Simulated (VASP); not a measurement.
Wanted: the native input for a VASP 6.6.1 run.

| Quantity | Value |
| --- | --- |
| Task | single point |
| Functional | PBEsol |
| Potentials or basis | VASP PAW PBE potentials, release 64 (In_d, As) |
| Cutoff | 520 eV |
| k mesh | 9 × 9 × 9 |
| Occupations | gaussian, width 0.1 eV |
| Spin | no spin polarisation |
| Dipole correction | no |
| Further INCAR settings | ALGO = Fast; EDIFF = 1e-07; NBANDS = 30 |

The structure of In3As lies in POSCAR:

```
In3As
1.0
    4.8360774544      0.0934336200     -0.0934336200
    0.0934336200      4.8360774544      0.0934336200
   -0.0934336200      0.0934336200      4.8360774544
In As
3 1
Direct
    0.0000000000      0.5000000000      0.5000000000
    0.5000000000      0.0000000000      0.5000000000
    0.5000000000      0.5000000000      0.0000000000
    0.0000000000      0.0000000000      0.0000000000
```

This cell differs from its parent crystal: strained.

The input as run:

INCAR

```
SYSTEM = In3As
  ALGO = Fast
  EDIFF = 1E-7
  ENCUT = 520
  GGA = PS
  ISIF = 2
  ISMEAR = 0
  LASPH = .True.
  LCHARG = .False.
  LREAL = .False.
  LWAVE = .False.
  NBANDS = 30
  NELM = 100
  PREC = Accurate
  SIGMA = 0.1
```

KPOINTS

```
k-points
0
Gamma
  9 9 9
  0 0 0
```

Potentials or basis: VASP PAW PBE potentials, release 64 (In_d, As).

The run is started by

```sh
$ cat potpaw_PBE.64/In_d/POTCAR potpaw_PBE.64/As/POTCAR > POTCAR
$ mpirun -np 1 vasp_std > vasp.out
```

It gave:

```
Pressure               : -5.6 GPa
Band gap on the k mesh : zero (bands 22 and 23 overlap by 2.76 eV)
```

Caveat: the cell differs from its parent crystal (strained); the cell stands under tension; the PAW data sets were made with another functional, which shifts forces and pressure a little; spin-orbit coupling is left out, which moves the levels of the heavy elements.

It took 100 s on 1 thread of Intel(R) Xeon(R) 6975P-C (Granite Rapids), with other jobs on the host, peak memory 0.37 GiB.
